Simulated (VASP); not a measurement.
A run of VASP 6.6.1 is set up as follows.

Contents of INCAR:

```
PREC = Accurate
ENCUT = 520
EDIFF = 1E-7
ISMEAR = 0
SIGMA = 0.05
LREAL = F
LASPH = T
NELM = 100
ALGO = Fast
ISIF = 2
LWAVE = F
LCHARG = F
GGA = CA
NBANDS = 28
```

Contents of KPOINTS:

```
regular mesh
0
Gamma
  6 6 6
```

Contents of POSCAR:

```
BaSr3
1.0
    6.2131873200      0.0000000000      0.0000000000
    0.0000000000      6.2131873200      0.0000000000
   -3.1065936600     -3.1065936600      6.1546734900
Ba Sr
1 3
Direct
    0.0000000000      0.0000000000      0.0000000000
    0.2500000000      0.7500000000      0.5000000000
    0.7500000000      0.2500000000      0.5000000000
    0.5000000000      0.5000000000      0.0000000000
```

Potentials or basis: VASP PAW LDA potentials, release 64 (Ba_sv, Sr_sv).

Launch:

```sh
$ cat potpaw_LDA.64/Ba_sv/POTCAR potpaw_LDA.64/Sr_sv/POTCAR > POTCAR
$ mpirun -np 1 vasp_std > vasp.out
```

Estimate the pressure.

-1.6 GPa.

Predict the band gap on the k mesh.

zero (bands 20 and 21 overlap by 0.13 eV).

Caveat: spin-orbit coupling is left out, which moves the levels of the heavy elements.
